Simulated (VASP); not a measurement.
# NiGe (Fd-3m) in VASP: further runs

NiGe is run at these levels: PBE; tasks: single point, relaxation of cell and atoms.

Everything below comes from runs of VASP 6.6.1. Logs are shortened: lines on timing, memory, paths and dates and some standing lists are left out, and cuts for length are marked.

**1. The cell of the first run**

The structure is cubic, space group Fd-3m (No. 227). The conventional cell has a = 6.060 Å, b = 6.060 Å, c = 6.060 Å, α = 90.00°, β = 90.00°, γ = 90.00°. Ni (site symmetry -43m) has 4 Ni at 2.62 Å and 10 Ge at 2.62 to 3.03 Å within 3.5 Å. Ge (site symmetry -43m) has 10 Ni at 2.62 to 3.03 Å and 4 Ge at 2.62 Å within 3.5 Å.

**2. Single point, PBE, collinear spin, ferromagnetic start**

Contents of INCAR:

```
SYSTEM = NiGe
  PREC = Accurate
  ENCUT = 520
  EDIFF = 1E-6
  ISMEAR = 0
  SIGMA = 0.1
  LREAL = .FALSE.
  LASPH = .TRUE.
  NELM = 150
  ALGO = Normal
  ISIF = 2
  LWAVE = .FALSE.
  LCHARG = .FALSE.
  ISPIN = 2
  MAGMOM = 2 2 0 0
  LORBIT = 11
  LMAXMIX = 4
  GGA = PE
  NBANDS = 36
```

Contents of KPOINTS:

```
regular mesh
0
G
  6 6 6
  0 0 0
```

Contents of POSCAR:

```
NiGe
1.0
    0.0000000000      3.0297704298      3.0297704298
    3.0297704298      0.0000000000      3.0297704298
    3.0297704298      3.0297704298      0.0000000000
Ni Ge
2 2
Direct
    0.5000000000      0.5000000000      0.5000000000
    0.7500000000      0.7500000000      0.7500000000
    0.0000000000      0.0000000000      0.0000000000
    0.2500000000      0.2500000000      0.2500000000
```

Potentials or basis: VASP PAW PBE potentials, release 64 (Ni, Ge_d).

The run is started by

```sh
$ cat potpaw_PBE.64/Ni/POTCAR potpaw_PBE.64/Ge_d/POTCAR > POTCAR
$ mpirun -np 1 vasp_std > vasp.out
```

OUTCAR:

```text
SYSTEM = NiGe
   PREC = Accurate
   ENCUT = 520
   EDIFF = 1E-6
   ISMEAR = 0
   LREAL = .FALSE.
   LASPH = .TRUE.
   NELM = 150
   ISIF = 2
   ISPIN = 2
   LORBIT = 11
   GGA = PE

 ion  position               nearest neighbor table
   1  0.500  0.500  0.500-   2 2.62   4 2.62   4 2.62   4 2.62   4 2.62   2 2.62   2 2.62   2 2.62

   2  0.750  0.750  0.750-   1 2.62   3 2.62   1 2.62   1 2.62   1 2.62   3 2.62   3 2.62   3 2.62

   3  0.000  0.000  0.000-   2 2.62   4 2.62   2 2.62   2 2.62   2 2.62   4 2.62   4 2.62   4 2.62

   4  0.250  0.250  0.250-   1 2.62   3 2.62   3 2.62   3 2.62   3 2.62   1 2.62   1 2.62   1 2.62

  LATTYP: Found a face centered cubic cell.
 ALAT       =     6.0595408596

  Lattice vectors:

 A1 = (   0.0000000000,   3.0297704298,   3.0297704298)
 A2 = (   3.0297704298,   0.0000000000,   3.0297704298)
 A3 = (   3.0297704298,   3.0297704298,   0.0000000000)

Analysis of symmetry for initial positions (statically):
=====================================================================
 Subroutine PRICEL returns:
 Original cell was already a primitive cell.

 Routine SETGRP: Setting up the symmetry group for a
 face centered cubic supercell.

 Subroutine GETGRP returns: Found 48 space group operations
 (whereof 24 operations were pure point group operations)
 out of a pool of 48 trial point group operations.

The static configuration has the point symmetry T_d .
 The point group associated with its full space group is O_h .

Analysis of symmetry for dynamics (positions and initial velocities):
=====================================================================
 Subroutine PRICEL returns:
 Original cell was already a primitive cell.

 Routine SETGRP: Setting up the symmetry group for a
 face centered cubic supercell.

 Subroutine GETGRP returns: Found 48 space group operations
 (whereof 24 operations were pure point group operations)
 out of a pool of 48 trial point group operations.

The dynamic configuration has the point symmetry T_d .
 The point group associated with its full space group is O_h .

Analysis of structural, dynamic, and magnetic symmetry:
=====================================================================
 Subroutine PRICEL returns:
 Original cell was already a primitive cell.

 Routine SETGRP: Setting up the symmetry group for a
 face centered cubic supercell.

 Subroutine GETGRP returns: Found 48 space group operations
 (whereof 24 operations were pure point group operations)
 out of a pool of 48 trial point group operations.

The overall configuration has the point symmetry T_d .
 The point group associated with its full space group is O_h .

 Subroutine INISYM returns: Found 48 space group operations
 (whereof 24 operations are pure point group operations),
 and found     1 'primitive' translations

----------------------------------------------------------------------------------------

                                     Primitive cell

  volume of cell :      55.6236

  direct lattice vectors                    reciprocal lattice vectors
     0.000000000  3.029770430  3.029770430    -0.165029005  0.165029005  0.165029005
     3.029770430  0.000000000  3.029770430     0.165029005 -0.165029005  0.165029005
     3.029770430  3.029770430  0.000000000     0.165029005  0.165029005 -0.165029005

  length of vectors
     4.284742433  4.284742433  4.284742433     0.285838622  0.285838622  0.285838622

  position of ions in fractional coordinates (direct lattice)
     0.500000000  0.500000000  0.500000000
     0.750000000  0.750000000  0.750000000
     0.000000000  0.000000000  0.000000000
     0.250000000  0.250000000  0.250000000

  ion indices of the primitive-cell ions
   primitive index   ion index
                 1           1
                 2           2
                 3           3
                 4           4

----------------------------------------------------------------------------------------

 KPOINTS: regular mesh

Automatic generation of k-mesh.
 Grid dimensions read from file:
 generate k-points for:    6    6    6

 Generating k-lattice:

  Cartesian coordinates                     Fractional coordinates (reciprocal lattice)
    -0.027504834  0.027504834  0.027504834     0.166666667  0.000000000  0.000000000
     0.027504834 -0.027504834  0.027504834     0.000000000  0.166666667  0.000000000
     0.027504834  0.027504834 -0.027504834     0.000000000  0.000000000  0.166666667

  Length of vectors
     0.047639770  0.047639770  0.047639770

  Shift w.r.t. Gamma in fractional coordinates (k-lattice)
     0.000000000  0.000000000  0.000000000

 Subroutine IBZKPT returns following result:
 ===========================================

 Found     16 irreducible k-points:

 Following reciprocal coordinates:
            Coordinates               Weight
  0.000000  0.000000  0.000000      1.000000
  0.166667  0.000000  0.000000      8.000000
  0.333333  0.000000  0.000000      8.000000
  0.500000  0.000000  0.000000      4.000000
  0.166667  0.166667  0.000000      6.000000
  0.333333  0.166667  0.000000     24.000000
[... 8 lines left out ...]
 -0.333333  0.333333  0.166667     24.000000
 -0.333333  0.500000  0.166667     12.000000
   k-points           NKPTS =     16   k-points in BZ     NKDIM =     16   number of bands    NBANDS=     36
   number of dos      NEDOS =    301   number of ions     NIONS =      4
   total plane-waves  NPLWV =  32768
   dimension x,y,z NGX =    32 NGY =   32 NGZ =   32
   dimension x,y,z NGXF=    64 NGYF=   64 NGZF=   64
   ions per type =               2   2
   NGX,Y,Z   is equivalent  to a cutoff of  12.42, 12.42, 12.42 a.u.
   NGXF,Y,Z  is equivalent  to a cutoff of  24.83, 24.83, 24.83 a.u.
 SYSTEM =  NiGe
   PREC   = accura    normal or accurate (medium, high low for compatibility)
   ISTART =      0    job   : 0-new  1-cont  2-samecut
   ICHARG =      2    charge: 1-file 2-atom 10-const
   ISPIN  =      2    spin polarized calculation?
   LNONCOLLINEAR =      F non collinear calculations
   LSORBIT =      F    spin-orbit coupling
   LASPH  =      T    aspherical Exc in radial PAW
   ENCUT  =  520.0 eV  38.22 Ry    6.18 a.u.   7.97  7.97  7.97*2*pi/ulx,y,z
   NELM   =    150;   NELMIN=  2; NELMDL= -5     # of ELM steps
   EDIFF  = 0.1E-05   stopping-criterion for ELM
   LREAL  =      F    real-space projection
   EDIFFG = 0.1E-04   stopping-criterion for IOM
   NSW    =      0    number of steps for IOM
   IBRION =     -1    ionic relax: 0-MD 1-quasi-New 2-CG
   NFREE  =      0    steps in history (QN), initial steepest desc. (CG)
   ISIF   =      2    stress and relaxation
   ISYM   =      2    0-nonsym 1-usesym 2-fastsym
   POTIM  = 0.5000    time-step for ionic-motion
   TEBEG  =    0.0;   TEEND  =   0.0 temperature during run
   PSTRESS=    0.0 pullay stress
   NELECT =      48.0000    total number of electrons
   NUPDOWN=      -1.0000    fix difference up-down
   EMIN   =  10.00;   EMAX   =-10.00  energy-range for DOS
   EFERMI =   0.00;   METHOD = LEGACY
   ISMEAR =     0;   SIGMA  =   0.10  broadening in eV -4-tet -1-fermi 0-gaus
   EFERMI_NEDOS =   21; number of points for ismear=-14 and -15
   IALGO  =     38    algorithm
   IMIX   =      4    mixing-type and parameters
     AMIX     =   0.40;   BMIX     =  1.00
     AMIX_MAG =   1.60;   BMIX_MAG =  1.00
  volume/ion in A,a.u.               =      13.91        93.84
  Fermi-wavevector in a.u.,A,eV,Ry     =   1.558603  2.945333 33.051864  2.429243
  Thomas-Fermi vector in A             =   2.662083
   LORBIT       =     11    0 simple, 1 ext, 2 COOP (PROOUT), +10 PAW based schemes
   GGA     = PE    functional components
   LHFCALC =     F    Hartree Fock is set to
   AEXX    =    0.0000 exact exchange contribution
   IVDW    =     0    specifies the selected vdW correction
   LEPSILON=     F    determine dielectric tensor
   LRPA    =     F    only Hartree local field effects (RPA)
 spin polarized calculation
 Gauss-broadening in eV      SIGMA  =   0.10
  energy-cutoff  :      520.00
  volume of cell :       55.62
 maximum number of plane-waves:      1524
   NGX = 15   NGY = 15   NGZ = 15

 number of electron      47.9999999 magnetization      -0.0014375

 number of electron      47.9999999 magnetization       0.0003456

 Free energy of the ion-electron system (eV)
  ---------------------------------------------------
  ext. energy  EPLUGINS =         0.00000000
  ---------------------------------------------------
  free energy    TOTEN  =       -19.33114651 eV

  energy without entropy =      -19.31585674  energy(sigma->0) =      -19.32350162

 E-fermi :   8.6911     XC(G=0): -12.4054

 val. band max:        8.6564626560   @ k =  -0.3333   0.3333   0.0000
 cond. band min:       8.6972474828   @ k =  -0.1667   0.1667   0.0000
 fundamental gap:      0.0407848268
 Fermi energy:         8.6911009005

 spin component 1

 k-point     1 :       0.0000    0.0000    0.0000
  band No.  band energies     occupation
      1     -16.3179      1.00000
      2     -16.3179      1.00000
      3     -16.3179      1.00000
      4     -16.2887      1.00000
      5     -16.2887      1.00000
      6     -16.1729      1.00000
[... 613 lines left out ...]
     35      21.4426      0.00000
     36      21.4426      0.00000
 Fermi energy:         8.6911009005

 spin component 2

 k-point     1 :       0.0000    0.0000    0.0000
  band No.  band energies     occupation
      1     -16.3179      1.00000
      2     -16.3179      1.00000
      3     -16.3179      1.00000
      4     -16.2887      1.00000
      5     -16.2887      1.00000
      6     -16.1729      1.00000
[... 613 lines left out ...]
     35      21.4426      0.00000
     36      21.4426      0.00000

------------------------ aborting loop because EDIFF is reached ----------------------------------------

  FORCE on cell =-STRESS in cart. coord.  units (eV):
  Direction    XX          YY          ZZ          XY          YZ          ZX
  --------------------------------------------------------------------------------------
  -------------------------------------------------------------------------------------
  Total       -0.4055653     -0.4055653     -0.4055653     -0.0000000      0.0000000     -0.0000000
  in kB      -11.6818660    -11.6818660    -11.6818660     -0.0000000      0.0000000     -0.0000000
  external PRESSURE =     -11.6818660 kB  Pullay stress =       0.0000000 kB

 VOLUME and BASIS-vectors are now :
 -----------------------------------------------------------------------------
  energy-cutoff  :      520.00
  volume of cell :       55.62
      direct lattice vectors                 reciprocal lattice vectors
     0.000000000  3.029770430  3.029770430    -0.165029005  0.165029005  0.165029005
     3.029770430  0.000000000  3.029770430     0.165029005 -0.165029005  0.165029005
     3.029770430  3.029770430  0.000000000     0.165029005  0.165029005 -0.165029005

 POSITION                                       TOTAL-FORCE (eV/Angst)
 -----------------------------------------------------------------------------------
      3.02977      3.02977      3.02977        -0.000000     -0.000000     -0.000000
      4.54466      4.54466      4.54466         0.000000      0.000000      0.000000
      0.00000      0.00000      0.00000         0.000000      0.000000      0.000000
      1.51489      1.51489      1.51489        -0.000000     -0.000000     -0.000000
 -----------------------------------------------------------------------------------
    total drift:                                0.000000     -0.000000      0.000000

  FREE ENERGIE OF THE ION-ELECTRON SYSTEM (eV)
  ---------------------------------------------------
  free  energy   TOTEN  =       -19.3311465110 eV

  energy  without entropy=      -19.3158567378  energy(sigma->0) =      -19.32350162

 total charge

# of ion       s       p       d       tot
------------------------------------------
    1        0.387   0.358   8.432   9.177
    2        0.387   0.358   8.432   9.177
    3        1.204   1.039  10.078  12.321
    4        1.204   1.039  10.078  12.321
--------------------------------------------------
tot          3.182   2.793  37.021  42.996

 magnetization (x)

# of ion       s       p       d       tot
------------------------------------------
    1       -0.000  -0.000   0.000   0.000
    2       -0.000  -0.000   0.000   0.000
    3        0.000  -0.000   0.000  -0.000
    4        0.000  -0.000   0.000  -0.000
--------------------------------------------------
tot         -0.000  -0.000   0.000   0.000
```

It took 82 s on 1 thread of Intel Xeon 8259CL, shared host; peak memory 0.22 GiB.

Results:

```
Free energy                                           : -19.3311 eV
Pressure                                              : -1.2 GPa
Band gap on the k mesh                                : zero (filled and empty bands overlap)
Net moment                                            : 0.00 μB per cell
Valence electrons inside the program's atomic spheres : Ni 9.18; Ge 12.32
```

Levels at points of the mesh, in eV from the Fermi level:
Spin up:
```tsv
k point	band 21	band 22	band 23	band 24	band 25	band 26	band 27	band 28
(0.00, 0.00, 0.00)	-0.84	-0.84	0.41	0.41	0.41	1.67	2.27	2.27
(0.50, 0.00, 0.00)	-1.13	-1.13	-0.70	0.66	0.66	1.09	1.09	3.83
(0.50, 0.50, 0.00)	-1.13	-1.13	-1.12	-1.12	0.19	0.19	6.88	6.88
```
Spin down:
```csv
k point,band 21,band 22,band 23,band 24,band 25,band 26,band 27,band 28
"(0.00, 0.00, 0.00)",-0.84,-0.84,0.41,0.41,0.41,1.67,2.27,2.27
"(0.50, 0.00, 0.00)",-1.13,-1.13,-0.70,0.66,0.66,1.09,1.09,3.83
"(0.50, 0.50, 0.00)",-1.13,-1.13,-1.12,-1.12,0.19,0.19,6.88,6.88
```

(Part 1 of 2 ends here.)
